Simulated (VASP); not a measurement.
Wanted: the native input for a VASP 6.6.1 run.

```
Task                   : single point
Functional             : PBE
Potentials or basis    : VASP PAW PBE potentials, release 64 (Hf_pv)
Cutoff                 : 520 eV
k mesh                 : 9 × 9 × 9
Occupations            : gaussian, width 0.011 eV
Spin                   : no spin polarisation
Dipole correction      : no
Further INCAR settings : ALGO = Fast; EDIFF = 1e-06; NBANDS = 11
```

The structure of Hf lies in POSCAR:

```
Hf
1.0
    2.9138100000      0.0000000000      0.0000000000
    0.0000000000      2.9138100000      0.0000000000
    0.0000000000      0.0000000000      2.9138100000
Hf
1
Direct
    0.5000000000      0.5000000000      0.5000000000
```

These files were run (other wordings do the same):

INCAR

```
SYSTEM = Hf
PREC = Accurate
ENCUT = 520
EDIFF = 1E-6
ISMEAR = 0
SIGMA = 0.011
LREAL = .FALSE.
LASPH = .TRUE.
NELM = 100
ALGO = Fast
ISIF = 2
LWAVE = .FALSE.
LCHARG = .FALSE.
GGA = PE
NBANDS = 11
```

KPOINTS

```
Automatic mesh
0
G
  9 9 9
  0 0 0
```

Potentials or basis: VASP PAW PBE potentials, release 64 (Hf_pv).

Run with:

```bash
$ cat potpaw_PBE.64/Hf_pv/POTCAR > POTCAR
$ mpirun -np 1 vasp_std > vasp.out
```

Results of the run:

The pressure is 0.6 GPa and the band gap on the k mesh is zero (band 5 reaches 4.49 eV, above the bottom of band 6 at 2.42 eV).

Caveat: spin-orbit coupling is left out, which moves the levels of the heavy elements.

It took 14 s on 1 thread of AMD EPYC 7R13 (shared host), peak memory 0.11 GiB.
